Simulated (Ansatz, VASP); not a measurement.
This is a calculation of Sn for Ansatz 0.2.0.

The input input.yaml:

```yaml
crystal:
  lattice:
    - [-1.969227, 2.056227, 1.622007]
    - [2.044546, -2.0389, 1.692864]
    - [1.978548, 2.048221, -1.600837]
  atoms:
    - { symbol: Sn, position: [0.008151, 0.001132, -0.000622] }
kpoints:
  mp_grid: { grid: [10, 10, 10] }
scf:
  occupations: { method: fermi_dirac, width: 0.05 }
hamiltonian:
  xc: pbe
  pseudopotentials: { kind: all_electron, lapw: { basis_error: 0.001 } }
output:
  forces: true
  stress: true
  eigenvalues: true
  populations: true
```

Potentials or basis: all-electron LAPW, scalar-relativistic.

Launch:

```sh
$ ansatz run input.yaml --threads 1 --pin off --max-ram 3072MiB --backend cpu --events-out ev --progress --plain --runs-dir out
```

Task: Set up the same calculation for VASP 6.6.1. Potentials there: VASP PAW PBE potentials, release 64 (Sn_d).

Result: As run (the cutoff follows the program's own potentials):

The input INCAR:

```
ALGO     = Fast           # electronic algorithm
EDIFF    = 1E-7           # SCF threshold, eV
ENCUT    = 520            # plane-wave cutoff, eV
GGA      = PE             # functional
ISIF     = 2              # what is computed and relaxed
ISMEAR   = -1             # smearing method
LASPH    = True           # aspherical terms in the spheres
LCHARG   = True           # write CHGCAR
LELF     = True           # ELF
LREAL    = False          # projectors in reciprocal space
LVHAR    = True         
LWAVE    = False          # write WAVECAR
NBANDS   = 13             # bands
NELM     = 60             # most SCF steps
PREC     = Accurate       # precision mode
SIGMA    = 0.05           # smearing width, eV
```

Contents of KPOINTS:

```
k-points
0
Gamma
  10 10 10
```

Contents of POSCAR:

```
Sn
1.0
   -1.9692270000      2.0562270000      1.6220070000
    2.0445460000     -2.0389000000      1.6928640000
    1.9785480000      2.0482210000     -1.6008370000
Sn
1
Direct
    0.0081510000      0.0011320000     -0.0006220000
```

Potentials or basis: VASP PAW PBE potentials, release 64 (Sn_d).

The run is started by

```console
$ cat potpaw_PBE.64/Sn_d/POTCAR > POTCAR
$ mpirun -np 1 vasp_std > vasp.out
```

Both were run:

|  | VASP | Ansatz | Ansatz less VASP |
| --- | --- | --- | --- |
| gap on the k mesh at the Fermi level (eV) | none | none | - |
| pressure (GPa) | 1.0 | 1.1 | +0.06 |
| traceless stress, the component that is largest in VASP (GPa) | 1.00 | 1.00 | -0.001 |

A gap of «none» marks a metal or a gap that the smearing closes. Ansatz ran all-electron here, and VASP with PAW potentials.
